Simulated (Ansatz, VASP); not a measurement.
## ZnO: VASP beside Ansatz

File INCAR:

```
PREC = Accurate
ENCUT = 520
EDIFF = 1E-7
ISMEAR = 0
SIGMA = 0.05
LREAL = False
LASPH = True
NELM = 80
ALGO = Normal
ISIF = 2
LWAVE = False
LCHARG = True
GGA = PE
IVDW = 12
LELF = True
LVHAR = True
NBANDS = 26
```

Contents of KPOINTS:

```
regular mesh
0
Gamma
  12 12 4
```

Contents of POSCAR:

```
ZnO
1.0
    3.0940955581      0.0000000000      0.0000000000
   -1.5470477790      2.6795653551      0.0000000000
    0.0000000000      0.0000000000      8.0520026546
Zn O
2 2
Direct
    0.0000000000      0.0000000000      0.7500000000
    0.0000000000      0.0000000000      0.2500000000
    0.3333333333      0.6666666667      0.2500000000
    0.6666666667      0.3333333333      0.7500000000
```

Input for Ansatz:

```yaml
crystal:
  lattice:
    - [3.0940955581, 0.0, 0.0]
    - [-1.547047779, 2.6795653551, 0.0]
    - [0.0, 0.0, 8.0520026546]
  atoms:
    - { symbol: Zn, position: [0.0, 0.0, 0.75] }
    - { symbol: Zn, position: [0.0, 0.0, 0.25] }
    - { symbol: O, position: [0.3333333333, 0.6666666667, 0.25] }
    - { symbol: O, position: [0.6666666667, 0.3333333333, 0.75] }
basis:
  ecutwfc: 420
kpoints:
  mp_grid: { grid: [12, 12, 4] }
hamiltonian:
  xc: pbe
  dispersion: d3bj
scf:
  occupations: { method: gaussian, width: 0.05 }
output:
  forces: true
  stress: true
  eigenvalues: true
```

Alike in both runs: task single point; functional PBE; dispersion D3(BJ); k mesh 12 × 12 × 4; occupations gaussian, width 0.05 eV; no spin polarisation.

|  | VASP | Ansatz |
| --- | --- | --- |
| version | VASP 6.6.1 | Ansatz 0.2.0 |
| potentials or method | VASP PAW PBE potentials, release 64 (Zn, O), cutoff 520 eV | scalar-relativistic, plane waves, PAW |
| valence electrons in the cell | 36 | 36 |

VASP gave:

```
gap on the k mesh at the Fermi level (eV)                     : 0.91
least direct gap on the mesh (eV)                             : 0.91
pressure (GPa)                                                : 18.6
traceless stress, the component that is largest in VASP (GPa) : -20.46
```

Q: Estimate Ansatz's values.

A: gap on the k mesh at the Fermi level (eV): 0.89; least direct gap on the mesh (eV): 0.89; pressure (GPa): 17.4; traceless stress, the component that is largest in VASP (GPa): -19.23.
